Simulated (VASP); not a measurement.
CoO, 2 atoms in the cell. Symmetry: Fm-3m, No. 225, cubic system. The conventional cell has a = 4.263 Å, b = 4.263 Å, c = 4.263 Å, α = 90.00°, β = 90.00°, γ = 90.00°. Co (site symmetry m-3m) has 6 O at 2.13 Å within 2.8 Å. Within 2.8 Å of O (site symmetry m-3m) lie 6 Co at 2.13 Å. 

| Property | Result |
| --- | --- |
| Program | VASP 6.6.1 |
| Task | single point |
| Functional | PBE |
| Potentials or basis | VASP PAW PBE potentials, release 64 (Co, O) |
| Cutoff | 520 eV |
| k mesh | 9 × 9 × 9 |
| Occupations | fermi-dirac, width 0.05 eV |
| Spin | collinear spin, ferromagnetic start |
| Starting moments | [0.5, 0.0] μB |
| Fixed moment | 0.5 μB |
| Dipole correction | no |
| Further INCAR settings | ALGO = Normal; EDIFF = 1e-07; NBANDS = 18 |

Potentials or basis: VASP PAW PBE potentials, release 64 (Co, O).

Launch:

```console
$ cat potpaw_PBE.64/Co/POTCAR potpaw_PBE.64/O/POTCAR > POTCAR
$ mpirun -np 1 vasp_std > vasp.out
```

Hardware: 1 thread of AMD EPYC 7R13 (shared host).

Task: Estimate the wall time of this run.

Result: Wall time 69 s on 1 thread of AMD EPYC 7R13, on a shared host, peak memory 0.13 GiB. Counts: scf iterations 16, k points 35.
